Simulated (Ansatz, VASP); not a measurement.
One calculation of Si16B, two programs

```
Si B
1.0
     0.00000    5.43000    5.43000
     5.43000    0.00000    5.43000
     5.43000    5.43000    0.00000
Si B
16 1
Direct
  0.00252 0.00239 0.99797
  0.12468 0.12500 0.12543
  0.99921 0.99987 0.50126
  0.12527 0.12540 0.62561
  0.00245 0.49724 0.99795
  0.11801 0.62729 0.12747
  0.00257 0.49757 0.50243
  0.12517 0.62396 0.62559
  0.49687 0.00253 0.99803
  0.62772 0.11660 0.12784
  0.49739 0.00247 0.50245
  0.62324 0.12555 0.62567
  0.50183 0.50017 0.99728
  0.62752 0.62769 0.12773
  0.49730 0.49773 0.50246
  0.62856 0.62850 0.61441
  0.75560 0.75085 0.24110
```

Alike in both runs: functional PBE; dispersion D3(BJ); k mesh 2 × 2 × 2; occupations gaussian, width 0.02 eV; collinear spin.

Ansatz relaxed the structure, and its values are those at the end. VASP's run is a single point on that final structure, the one shown.

```csv
,VASP,Ansatz
version,VASP 6.6.1,Ansatz 0.2.0
potentials or method,"VASP PAW PBE potentials, release 64 (Si, B), cutoff 520 eV","scalar-relativistic, plane waves, PAW"
valence electrons in the cell,67,67
```

```csv
,VASP,Ansatz,Ansatz less VASP
rms of the force components (eV/Å),0.010,0.010,0.0000
net moment per atom (μB),0.00,0.00,0.000
```

Ansatz's warnings: filled band counts differ across k points, seeded moment not kept.

The k mesh is coarse, so the values compare programs but aren't converged.
